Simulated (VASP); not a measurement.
# C (Fd-3m) in VASP: vibrations by perturbation theory with PBE

Aim: the vibrations by perturbation theory of C with PBE.

All numbers are computed with VASP 6.6.1; they aren't measurements. Logs are shortened: lines on timing, memory, paths and dates and some standing lists are left out, and cuts for length are marked.

### Step 1. The cell of the first run

Symmetry: Fd-3m, No. 227, cubic system. The conventional cell has a = 3.567 Å, b = 3.567 Å, c = 3.567 Å, α = 90.00°, β = 90.00°, γ = 90.00°. C (site symmetry -43m) has 4 C at 1.54 Å within 2.1 Å.

### Step 2. Vibrations by perturbation theory, PBE

INCAR reads:

```
SYSTEM = C
PREC     = Accurate       ! precision mode
ENCUT    = 600            ! plane-wave cutoff, eV
EDIFF    = 1E-8           ! SCF threshold, eV
ISMEAR   = 0              ! smearing method
SIGMA    = 0.01           ! smearing width, eV
LREAL    = .False.        ! projectors in reciprocal space
LASPH    = .True.         ! aspherical terms in the spheres
NELM     = 120            ! most SCF steps
ALGO     = Normal         ! electronic algorithm
ISIF     = 2              ! what is computed and relaxed
LWAVE    = .False.        ! write WAVECAR
LCHARG   = .False.        ! write CHGCAR
GGA      = PE             ! functional
IBRION   = 8              ! ionic algorithm
NSW      = 1              ! ionic steps
GGA_COMPAT= .False.
```

KPOINTS reads:

```
regular mesh
0
Gamma
  8 8 8
  0 0 0
```

POSCAR reads:

```
C
1.0
    0.0000000000      1.7833700000      1.7833700000
    1.7833700000      0.0000000000      1.7833700000
    1.7833700000      1.7833700000      0.0000000000
C
2
Direct
    0.0000000000      0.0000000000      0.0000000000
    0.2500000000      0.2500000000      0.2500000000
```

Potentials or basis: VASP PAW PBE potentials, release 64 (C).

Started as:

```console
$ cat potpaw_PBE.64/C/POTCAR > POTCAR
$ mpirun -np 1 vasp_std > vasp.out
```

OUTCAR:

```text
SYSTEM = C
   PREC = Accurate
   ENCUT = 600
   EDIFF = 1E-8
   ISMEAR = 0
   LREAL = .False.
   LASPH = .True.
   NELM = 120
   ISIF = 2
   GGA = PE
   IBRION = 8
   NSW = 1

 ion  position               nearest neighbor table
   1  0.000  0.000  0.000-   2 1.54   2 1.54   2 1.54   2 1.54
   2  0.250  0.250  0.250-   1 1.54   1 1.54   1 1.54   1 1.54

  LATTYP: Found a face centered cubic cell.
 ALAT       =     3.5667400000

  Lattice vectors:

 A1 = (   0.0000000000,   1.7833700000,   1.7833700000)
 A2 = (   1.7833700000,   0.0000000000,   1.7833700000)
 A3 = (   1.7833700000,   1.7833700000,   0.0000000000)

Analysis of symmetry for initial positions (statically):
=====================================================================
 Subroutine PRICEL returns:
 Original cell was already a primitive cell.

 Routine SETGRP: Setting up the symmetry group for a
 face centered cubic supercell.

 Subroutine GETGRP returns: Found 48 space group operations
 (whereof 24 operations were pure point group operations)
 out of a pool of 48 trial point group operations.

The static configuration has the point symmetry T_d .
 The point group associated with its full space group is O_h .

Analysis of symmetry for dynamics (positions and initial velocities):
=====================================================================
 Subroutine PRICEL returns:
 Original cell was already a primitive cell.

 Routine SETGRP: Setting up the symmetry group for a
 face centered cubic supercell.

 Subroutine GETGRP returns: Found 48 space group operations
 (whereof 24 operations were pure point group operations)
 out of a pool of 48 trial point group operations.

The dynamic configuration has the point symmetry T_d .
 The point group associated with its full space group is O_h .

[... 425 lines left out ...]
  --------------------------------------------------------------------------------------
  -------------------------------------------------------------------------------------
  Total        0.1265380      0.1265380      0.1265380     -0.0000000      0.0000000     -0.0000000
  in kB       17.8721707     17.8721707     17.8721707     -0.0000000      0.0000000     -0.0000000
  external PRESSURE =      17.8721707 kB  Pullay stress =       0.0000000 kB

 VOLUME and BASIS-vectors are now :
 -----------------------------------------------------------------------------
  energy-cutoff  :      600.00
  volume of cell :       11.34
      direct lattice vectors                 reciprocal lattice vectors
     0.000000000  1.783370000  1.783370000    -0.280368067  0.280368067  0.280368067
     1.783370000  0.000000000  1.783370000     0.280368067 -0.280368067  0.280368067
     1.783370000  1.783370000  0.000000000     0.280368067  0.280368067 -0.280368067

 POSITION                                       TOTAL-FORCE (eV/Angst)
 -----------------------------------------------------------------------------------
      0.00000      0.00000      0.00000        -0.000000      0.000000      0.000000
      0.89168      0.89168      0.89168         0.000000     -0.000000     -0.000000
 -----------------------------------------------------------------------------------
    total drift:                                0.000000      0.000000      0.000000

  FREE ENERGIE OF THE ION-ELECTRON SYSTEM (eV)
  ---------------------------------------------------
  free  energy   TOTEN  =       -18.1892094941 eV

  energy  without entropy=      -18.1892094941  energy(sigma->0) =      -18.18920949

[... ionic steps 2 to 3 ...]

--------------------------------------- Ionic step        4  -------------------------------------------

 Free energy of the ion-electron system (eV)
  ---------------------------------------------------
  ---------------------------------------------------
  free energy    TOTEN  =        -0.11196461 eV

  energy without entropy =       -0.11196461

------------------------ aborting loop because EDIFF is reached ----------------------------------------

 INTERNAL STRAIN TENSOR  FOR ION    1  DIRECTION 1   (eV/Angst):
 -----------------------------------------------------------------------------
     0.01363  0.00000  0.00000
     0.00000 -0.00609  2.95120
     0.00000  2.95120 -0.00609

 INTERNAL STRAIN TENSOR FOR ION    2 for displacements in x,y,z  (eV/Angst):
          X           Y           Z          XY          YZ          ZX
  --------------------------------------------------------------------------------
  x    -0.00000    -0.00000    -0.00000     0.00000    -2.95120     0.00000
  y     0.00000    -0.00000     0.00000     0.00000     0.00000    -2.95120
  z    -0.00000     0.00000    -0.00000    -2.95120     0.00000     0.00000

 SECOND DERIVATIVES (NOT SYMMETRIZED)
 ------------------------------------
               1X          1Y          1Z          2X          2Y          2Z
  1X   -37.272313    0.000000    0.000000   37.272313    0.000000    0.000000
  1Y     0.000000  -37.272313    0.000000    0.000000   37.272313    0.000000
  1Z     0.000000    0.000000  -37.272313    0.000000    0.000000   37.272313
  2X    37.272313    0.000000    0.000000  -37.272313    0.000000    0.000000
  2Y     0.000000   37.272313    0.000000    0.000000  -37.272313    0.000000
  2Z     0.000000    0.000000   37.272313    0.000000    0.000000  -37.272313

 Eigenvectors and eigenvalues of the dynamical matrix
 ----------------------------------------------------

   1 f  =   38.946579 THz   244.708573 2PiTHz 1299.118037 cm-1   161.070036 meV
             X         Y         Z           dx          dy          dz
      0.000000  0.000000  0.000000     0.000000   -0.707107    0.000000
      0.891685  0.891685  0.891685     0.000000    0.707107    0.000000
[... 21 lines left out ...]
   6 f  =    0.000000 THz     0.000000 2PiTHz    0.000000 cm-1     0.000000 meV
             X         Y         Z           dx          dy          dz
      0.000000  0.000000  0.000000     0.000000    0.000000    0.707107
      0.891685  0.891685  0.891685     0.000000    0.000000    0.707107

--------------------------------------------------------------------------------------------------------

 ELASTIC MODULI CONTR FROM IONIC RELAXATION (kBar)
 Direction    XX          YY          ZZ          XY          YZ          ZX
 --------------------------------------------------------------------------------
 XX          -0.0000      0.0000     -0.0000     -0.0000     -0.0000      0.0000
 YY           0.0000     -0.0000      0.0000      0.0000     -0.0000     -0.0000
 ZZ          -0.0000      0.0000     -0.0000     -0.0000     -0.0000      0.0000
 XY          -0.0000      0.0000     -0.0000    -33.0041      0.0000      0.0000
 YZ          -0.0000     -0.0000     -0.0000      0.0000    -33.0041      0.0000
 ZX           0.0000     -0.0000      0.0000      0.0000      0.0000    -33.0041
 --------------------------------------------------------------------------------
```

OSZICAR:

```text
N       E                     dE             d eps       ncg     rms          rms(c)
DAV:   1     0.433429742425E+01    0.43343E+01   -0.59146E+03   480   0.113E+03
DAV:   2    -0.186341629400E+02   -0.22968E+02   -0.21747E+02   752   0.124E+02
DAV:   3    -0.188267236702E+02   -0.19256E+00   -0.19256E+00   480   0.144E+01
DAV:   4    -0.188271038453E+02   -0.38018E-03   -0.38018E-03   680   0.647E-01
[... 21 lines left out ...]
RMM:   6    -0.111968482620E+00    0.48736E-05   -0.31292E-06  2381   0.156E-03    0.506E-04
RMM:   7    -0.111964592089E+00    0.38905E-05   -0.15525E-07  2465   0.712E-04    0.717E-05
RMM:   8    -0.111964917283E+00   -0.32519E-06   -0.12212E-07  2469   0.127E-04    0.189E-05
RMM:   9    -0.111964603235E+00    0.31405E-06    0.92831E-08  2474   0.364E-05    0.396E-06
RMM:  10    -0.111964607895E+00   -0.46602E-08    0.25563E-08  2403   0.782E-06    0.390E-07
 Linear response finished
```

stdout:

```text
POSCAR found type information on POSCAR C
 POSCAR found :  1 types and       2 ions
 scaLAPACK will be used
 LDA part: xc-table for (Slater+PW92), standard interpolation
 POSCAR, INCAR and KPOINTS ok, starting setup
 FFT: planning ... GRIDC
 FFT: planning ... GRID_SOFT
 FFT: planning ... GRID
 WAVECAR not read
 entering main loop
 Linear response reoptimize wavefunctions to high precision
 Linear response DOF=           1
 Linear response progress:
 first order change of Fermi-energy   0.21872E-03
 force on displaced ion       1 direction 1 : -37.272  -0.000  -0.000
 Linear response finished
```

Wall time 13 s (1 thread of Intel Xeon Platinum 8375C at 2.90GHz (Ice Lake), shared host); peak memory 0.13 GiB.

Results:

| Item | Value |
| --- | --- |
| Highest phonon frequency at Γ | 1299 cm⁻¹ |

Phonon frequencies in cm⁻¹ (negative: imaginary):
```tsv
q point	frequencies
(0.000, 0.000, 0.000)	0 0 0 1299 1299 1299
```

Caveat: the k points lie up to 0.38 Å⁻¹ apart; the cell wasn't relaxed at this level first, which shifts response properties.
